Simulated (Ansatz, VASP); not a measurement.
InAs: VASP beside Ansatz

INCAR

```
ALGO = Normal
EDIFF = 1E-6
ENCUT = 520
GGA = PE
ISIF = 2
ISMEAR = 0
LASPH = T
LCHARG = F
LREAL = F
LWAVE = F
NBANDS = 16
NELM = 80
PREC = Accurate
SIGMA = 0.15
```

File KPOINTS:

```
k-points
0
Gamma
  14 14 14
```

The input POSCAR:

```
InAs
1.0
    0.0000000000      2.8728000000      3.0240000000
    2.8728000000      0.0000000000      3.0240000000
    2.8728000000      2.8728000000      0.0000000000
In As
1 1
Direct
    0.0000000000      0.0000000000      0.0000000000
    0.7500000000      0.7500000000      0.7500000000
```

Input for Ansatz:

```yaml
crystal:
  lattice:
    - [0.0, 2.8728, 3.024]
    - [2.8728, 0.0, 3.024]
    - [2.8728, 2.8728, 0.0]
  atoms:
    - { symbol: In, position: [0.0, 0.0, 0.0] }
    - { symbol: As, position: [0.75, 0.75, 0.75] }
basis:
  ecutwfc: 420
kpoints:
  mp_grid: { grid: [14, 14, 14] }
hamiltonian:
  xc: pbe
scf:
  occupations: { method: gaussian, width: 0.15 }
output:
  forces: true
  stress: true
  eigenvalues: true
```

Change from the starting cell: strain -0.050 along x and y, +0.000 along z, atoms carried along.

Alike in both runs: task single point; functional PBE; k mesh 14 × 14 × 14; occupations gaussian, width 0.15 eV; no spin polarisation.

```csv
,VASP,Ansatz
version,VASP 6.6.1,Ansatz 0.2.0
potentials or method,"VASP PAW PBE potentials, release 64 (In_d, As), cutoff 520 eV","scalar-relativistic, plane waves, PAW"
valence electrons in the cell,18,28
```

VASP gave:

* gap on the k mesh at the Fermi level (eV): 0.22
* least direct gap on the mesh (eV): 0.22
* pressure (GPa): 12.4
* traceless stress, the component that is largest in VASP (GPa): -1.07

**Question.** Estimate Ansatz's values.

**Answer.** gap on the k mesh at the Fermi level (eV): 0.22; least direct gap on the mesh (eV): 0.22; pressure (GPa): 12.3; traceless stress, the component that is largest in VASP (GPa): -1.07.

VASP's potentials hold 18 valence electrons a cell and Ansatz's 28, so a difference there can come from the potentials and not from the codes.
